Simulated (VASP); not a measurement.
Here is a VASP 6.6.1 calculation.

File INCAR:

```
  PREC = Accurate
  ENCUT = 520
  EDIFF = 1E-6
  ISMEAR = -1
  SIGMA = 0.05
  LREAL = False
  LASPH = True
  NELM = 100
  ALGO = Fast
  ISIF = 2
  LWAVE = False
  LCHARG = False
  GGA = PS
  NBANDS = 18
```

Contents of KPOINTS:

```
regular mesh
0
Gamma
  8 8 8
```

Contents of POSCAR:

```
ZnAu
1.0
    3.1470000000      0.0000000000      0.0000000000
    0.0000000000      3.1470000000      0.0000000000
    0.0000000000      0.0000000000      3.1470000000
Au Zn
1 1
Direct
    0.0044500000     -0.0030310000     -0.0105960000
    0.4851550000      0.5154480000      0.5024370000
```

Potentials or basis: VASP PAW PBE potentials, release 64 (Au, Zn).

Command:

```sh
$ cat potpaw_PBE.64/Au/POTCAR potpaw_PBE.64/Zn/POTCAR > POTCAR
$ mpirun -np 1 vasp_std > vasp.out
```

(1) Predict the largest force.

(2) Predict the pressure.

(3) Estimate the band gap on the k mesh.

Results:

(1) 0.336 eV/Å.

(2) -1.5 GPa.

(3) zero (an odd number of electrons rules out a gap without spin polarisation).

Caveat: the cell differs from its parent crystal (atoms moved at random); the PAW data sets were made with another functional, which shifts forces and pressure a little; spin-orbit coupling is left out, which moves the levels of the heavy elements.
